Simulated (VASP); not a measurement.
Input of a VASP 6.6.1 run:

File INCAR:

```
SYSTEM = CoO
PREC     = Accurate       ! precision mode
ENCUT    = 700            ! plane-wave cutoff, eV
EDIFF    = 1E-7           ! SCF threshold, eV
ISMEAR   = -1             ! smearing method
SIGMA    = 0.05           ! smearing width, eV
LREAL    = .False.        ! projectors in reciprocal space
LASPH    = .True.         ! aspherical terms in the spheres
NELM     = 200            ! most SCF steps
ALGO     = Normal         ! electronic algorithm
ISIF     = 3              ! what is computed and relaxed
LWAVE    = .False.        ! write WAVECAR
LCHARG   = .False.        ! write CHGCAR
ISPIN    = 2              ! spin polarisation
MAGMOM   = 2 0            ! initial moments
LORBIT   = 11             ! projections on sites
LMAXMIX  = 4              ! l up to which the mixer works
GGA      = PE             ! functional
IVDW     = 12             ! dispersion correction
IBRION   = 2              ! ionic algorithm
NSW      = 60             ! ionic steps
EDIFFG   = -0.01          ! ionic threshold
GGA_COMPAT= .False.      
NELMIN   = 4
```

The input KPOINTS:

```
Automatic mesh
0
Gamma
  11 11 11
  0 0 0
```

File POSCAR:

```
CoO
1.0
    0.0000000000      2.1315000000      2.1315000000
    2.1315000000      0.0000000000      2.1315000000
    2.1315000000      2.1315000000      0.0000000000
Co O
1 1
Direct
    0.0000000000      0.0000000000      0.0000000000
    0.5000000000      0.5000000000      0.5000000000
```

Potentials or basis: VASP PAW PBE potentials, release 64 (Co_sv, O).

Run with:

```console
$ cat potpaw_PBE.64/Co_sv/POTCAR potpaw_PBE.64/O/POTCAR > POTCAR
$ mpirun -np 1 vasp_std > vasp.out
```

(1) What does it give for the relaxed cell?

(2) Estimate the dispersion energy per atom.

Results:

(1) a = 2.975 Å, b = 2.975 Å, c = 2.975 Å, α = 60.00°, β = 60.00°, γ = 60.00°.

(2) -0.230 eV.

Caveat: a cell with one magnetic atom can't hold antiferromagnetic order, which such compounds often take.
